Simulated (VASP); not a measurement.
# KZnF3 (Pm-3m) in VASP: single point with PBE

Aim: the single point of KZnF3 with PBE.

Program: VASP 6.6.1. These are calculated values, not measurements. Logs are shortened: lines on timing, memory, paths and dates and some standing lists are left out, and cuts for length are marked.

## 1. The cell of the first run

It takes space group Pm-3m (No. 221, cubic). Conventional cell: a = 4.046 Å, b = 4.046 Å, c = 4.046 Å, α = 90.00°, β = 90.00°, γ = 90.00°. Within 3.8 Å of K (site symmetry m-3m) lie 12 F at 2.86 Å and 8 Zn at 3.50 Å. Zn (site symmetry m-3m) has 6 F at 2.02 Å within 2.7 Å. Within 2.7 Å of F (site symmetry 4/mmm) lie 2 Zn at 2.02 Å.

## 2. Single point, PBE

Input file INCAR:

```
PREC = Accurate
ENCUT = 520
EDIFF = 1E-6
ISMEAR = 0
SIGMA = 0.01
LREAL = F
LASPH = T
NELM = 80
ALGO = Normal
ISIF = 2
LWAVE = F
LCHARG = T
GGA = PE
LELF = T
LVHAR = T
NBANDS = 29
```

Input file KPOINTS:

```
regular mesh
0
Gamma
  4 4 4
```

Input file POSCAR:

```
KZnF3
1.0
    4.0461680383      0.0000000000      0.0000000000
    0.0000000000      4.0461680383      0.0000000000
    0.0000000000      0.0000000000      4.0461680383
K Zn F
1 1 3
Direct
    0.0000000000      0.0000000000      0.0000000000
    0.5000000000      0.5000000000      0.5000000000
    0.5000000000      0.5000000000      0.0000000000
    0.0000000000      0.5000000000      0.5000000000
    0.5000000000      0.0000000000      0.5000000000
```

Potentials or basis: VASP PAW PBE potentials, release 64 (K_sv, Zn, F).

Run with:

```console
cat potpaw_PBE.64/K_sv/POTCAR potpaw_PBE.64/Zn/POTCAR potpaw_PBE.64/F/POTCAR > POTCAR
mpirun -np 1 vasp_std > vasp.out
```

OUTCAR:

```text
PREC = Accurate
   ENCUT = 520
   EDIFF = 1E-6
   ISMEAR = 0
   LREAL = F
   LASPH = T
   NELM = 80
   ISIF = 2
   GGA = PE

 ion  position               nearest neighbor table
   1  0.000  0.000  0.000-
   2  0.500  0.500  0.500-   3 2.02   4 2.02   5 2.02   3 2.02   5 2.02   4 2.02
   3  0.500  0.500  0.000-   2 2.02   2 2.02
   4  0.000  0.500  0.500-   2 2.02   2 2.02
   5  0.500  0.000  0.500-   2 2.02   2 2.02

  LATTYP: Found a simple cubic cell.
 ALAT       =     4.0461680383

  Lattice vectors:

 A1 = (   4.0461680383,   0.0000000000,   0.0000000000)
 A2 = (   0.0000000000,   4.0461680383,   0.0000000000)
 A3 = (   0.0000000000,   0.0000000000,   4.0461680383)

Analysis of symmetry for initial positions (statically):
=====================================================================
 Subroutine PRICEL returns:
 Original cell was already a primitive cell.

 Routine SETGRP: Setting up the symmetry group for a
 simple cubic supercell.

 Subroutine GETGRP returns: Found 48 space group operations
 (whereof 48 operations were pure point group operations)
 out of a pool of 48 trial point group operations.

The static configuration has the point symmetry O_h .

Analysis of symmetry for dynamics (positions and initial velocities):
=====================================================================
 Subroutine PRICEL returns:
 Original cell was already a primitive cell.

 Routine SETGRP: Setting up the symmetry group for a
 simple cubic supercell.

 Subroutine GETGRP returns: Found 48 space group operations
 (whereof 48 operations were pure point group operations)
 out of a pool of 48 trial point group operations.

The dynamic configuration has the point symmetry O_h .

 Subroutine INISYM returns: Found 48 space group operations
 (whereof 48 operations are pure point group operations),
 and found     1 'primitive' translations

----------------------------------------------------------------------------------------

                                     Primitive cell

  volume of cell :      66.2417

  direct lattice vectors                    reciprocal lattice vectors
[... 74 lines left out ...]
   LSORBIT =      F    spin-orbit coupling
   LASPH  =      T    aspherical Exc in radial PAW
   ENCUT  =  520.0 eV  38.22 Ry    6.18 a.u.   7.52  7.52  7.52*2*pi/ulx,y,z
   NELM   =     80;   NELMIN=  2; NELMDL= -5     # of ELM steps
   EDIFF  = 0.1E-05   stopping-criterion for ELM
   LREAL  =      F    real-space projection
   EDIFFG = 0.1E-04   stopping-criterion for IOM
   NSW    =      0    number of steps for IOM
   IBRION =     -1    ionic relax: 0-MD 1-quasi-New 2-CG
   NFREE  =      0    steps in history (QN), initial steepest desc. (CG)
   ISIF   =      2    stress and relaxation
   ISYM   =      2    0-nonsym 1-usesym 2-fastsym
   POTIM  = 0.5000    time-step for ionic-motion
   TEBEG  =    0.0;   TEEND  =   0.0 temperature during run
   PSTRESS=    0.0 pullay stress
   NELECT =      42.0000    total number of electrons
   NUPDOWN=      -1.0000    fix difference up-down
   EMIN   =  10.00;   EMAX   =-10.00  energy-range for DOS
   EFERMI =   0.00;   METHOD = LEGACY
   ISMEAR =     0;   SIGMA  =   0.01  broadening in eV -4-tet -1-fermi 0-gaus
   EFERMI_NEDOS =   21; number of points for ismear=-14 and -15
   IALGO  =     38    algorithm
   IMIX   =      4    mixing-type and parameters
     AMIX     =   0.40;   BMIX     =  1.00
     AMIX_MAG =   1.60;   BMIX_MAG =  1.00
  volume/ion in A,a.u.               =      13.25        89.40
  Fermi-wavevector in a.u.,A,eV,Ry     =   1.406417  2.657742 26.912432  1.978008
  Thomas-Fermi vector in A             =   2.528779
   LORBIT       =      0    0 simple, 1 ext, 2 COOP (PROOUT), +10 PAW based schemes
   GGA     = PE    functional components
   LHFCALC =     F    Hartree Fock is set to
   AEXX    =    0.0000 exact exchange contribution
   IVDW    =     0    specifies the selected vdW correction
   LEPSILON=     F    determine dielectric tensor
   LRPA    =     F    only Hartree local field effects (RPA)
 non-spin polarized calculation
 Gauss-broadening in eV      SIGMA  =   0.01
  energy-cutoff  :      520.00
  volume of cell :       66.24
 maximum number of plane-waves:      1803
   NGX = 15   NGY = 15   NGZ = 15

 number of electron      41.9999980 magnetization

 Free energy of the ion-electron system (eV)
  ---------------------------------------------------
  ext. energy  EPLUGINS =         0.00000000
  ---------------------------------------------------
  free energy    TOTEN  =       -20.25831566 eV

  energy without entropy =      -20.25831566  energy(sigma->0) =      -20.25831566

 E-fermi :  -0.6489     XC(G=0):  -9.8937

 val. band max:       -0.7265783010   @ k =   0.5000   0.5000   0.5000
 cond. band min:       3.0733804768   @ k =   0.0000   0.0000   0.0000
 fundamental gap:      3.7999587779
 Fermi energy:        -0.6489366031

 k-point     1 :       0.0000    0.0000    0.0000
  band No.  band energies     occupation
      1     -27.8339      2.00000
      2     -22.3635      2.00000
      3     -21.7327      2.00000
      4     -21.7327      2.00000
      5     -11.3205      2.00000
      6     -11.3205      2.00000
[... 309 lines left out ...]
     28      11.7974      0.00000
     29      12.7854      0.00000

------------------------ aborting loop because EDIFF is reached ----------------------------------------

  FORCE on cell =-STRESS in cart. coord.  units (eV):
  Direction    XX          YY          ZZ          XY          YZ          ZX
  --------------------------------------------------------------------------------------
  -------------------------------------------------------------------------------------
  Total        2.1546295      2.1546295      2.1546295      0.0000000     -0.0000000      0.0000000
  in kB       52.1136431     52.1136431     52.1136431      0.0000000     -0.0000000      0.0000000
  external PRESSURE =      52.1136431 kB  Pullay stress =       0.0000000 kB

 VOLUME and BASIS-vectors are now :
 -----------------------------------------------------------------------------
  energy-cutoff  :      520.00
  volume of cell :       66.24
      direct lattice vectors                 reciprocal lattice vectors
     4.046168038  0.000000000  0.000000000     0.247147422  0.000000000  0.000000000
     0.000000000  4.046168038  0.000000000     0.000000000  0.247147422  0.000000000
     0.000000000  0.000000000  4.046168038     0.000000000  0.000000000  0.247147422

 POSITION                                       TOTAL-FORCE (eV/Angst)
 -----------------------------------------------------------------------------------
      0.00000      0.00000      0.00000         0.000000      0.000000      0.000000
      2.02308      2.02308      2.02308         0.000000      0.000000      0.000000
      2.02308      2.02308      0.00000         0.000000      0.000000      0.000000
      0.00000      2.02308      2.02308         0.000000      0.000000      0.000000
      2.02308      0.00000      2.02308         0.000000      0.000000      0.000000
 -----------------------------------------------------------------------------------
    total drift:                                0.000000      0.000000     -0.000000

  FREE ENERGIE OF THE ION-ELECTRON SYSTEM (eV)
  ---------------------------------------------------
  free  energy   TOTEN  =       -20.2583156577 eV

  energy  without entropy=      -20.2583156577  energy(sigma->0) =      -20.25831566
```

OSZICAR:

```text
N       E                     dE             d eps       ncg     rms          rms(c)
DAV:   1     0.430874496836E+03    0.43087E+03   -0.22433E+04   580   0.175E+03
DAV:   2     0.157137136883E+02   -0.41516E+03   -0.39672E+03   654   0.448E+02
DAV:   3    -0.215511869501E+02   -0.37265E+02   -0.37016E+02   684   0.139E+02
DAV:   4    -0.224899157764E+02   -0.93873E+00   -0.93705E+00   897   0.201E+01
DAV:   5    -0.224992891355E+02   -0.93734E-02   -0.93717E-02   693   0.167E+00    0.115E+01
DAV:   6    -0.202324737572E+02    0.22668E+01   -0.64814E+00   818   0.342E+01    0.707E+00
DAV:   7    -0.202819905038E+02   -0.49517E-01   -0.12866E+00   630   0.706E+00    0.449E+00
DAV:   8    -0.202879918856E+02   -0.60014E-02   -0.38966E-01   723   0.107E+01    0.140E+00
DAV:   9    -0.202576003247E+02    0.30392E-01   -0.85179E-02   834   0.802E+00    0.283E-01
DAV:  10    -0.202584153243E+02   -0.81500E-03   -0.29495E-02   826   0.307E+00    0.203E-01
DAV:  11    -0.202583996497E+02    0.15675E-04   -0.42370E-03   733   0.695E-01    0.110E-01
DAV:  12    -0.202583482022E+02    0.51448E-04   -0.38642E-04   743   0.264E-01    0.510E-02
DAV:  13    -0.202583112914E+02    0.36911E-04   -0.26804E-04   828   0.482E-01    0.134E-02
DAV:  14    -0.202583159796E+02   -0.46883E-05   -0.76069E-05   655   0.750E-02    0.691E-03
DAV:  15    -0.202583156577E+02    0.32196E-06   -0.20672E-06   479   0.130E-02
   1 F= -.20258316E+02 E0= -.20258316E+02  d E =-.161458E-29
```

Run time: 19 s. Hardware: 1 thread of Intel Xeon Platinum 8375C at 2.90GHz (Ice Lake), shared host; peak memory 0.17 GiB.

Results:

```yaml
Free_energy: -20.2583 eV
Pressure: 5.2 GPa
Band_gap_on_the_k_mesh: 3.80 eV (least direct gap 5.67 eV)
```

Levels at points of the mesh, in eV from the valence-band top:
| k point | band 18 | band 19 | band 20 | band 21 | band 22 | band 23 | band 24 | band 25 |
| --- | --- | --- | --- | --- | --- | --- | --- | --- |
| (0.00, 0.00, 0.00) | -2.08 | -1.87 | -1.87 | -1.87 | 3.80 | 8.68 | 8.68 | 9.41 |
| (0.50, 0.00, 0.00) | -2.05 | -1.71 | -1.71 | -1.58 | 6.58 | 8.30 | 9.64 | 11.08 |
| (0.50, 0.50, 0.00) | -1.80 | -1.80 | -1.53 | 0.00 | 8.05 | 10.12 | 10.16 | 10.16 |
| (0.50, 0.50, 0.50) | -1.51 | -1.51 | 0.00 | 0.00 | 8.42 | 8.42 | 8.42 | 10.25 |

Caveat: the cell stands under pressure. PBE gaps usually lie below the measured ones, often by a third to a half.
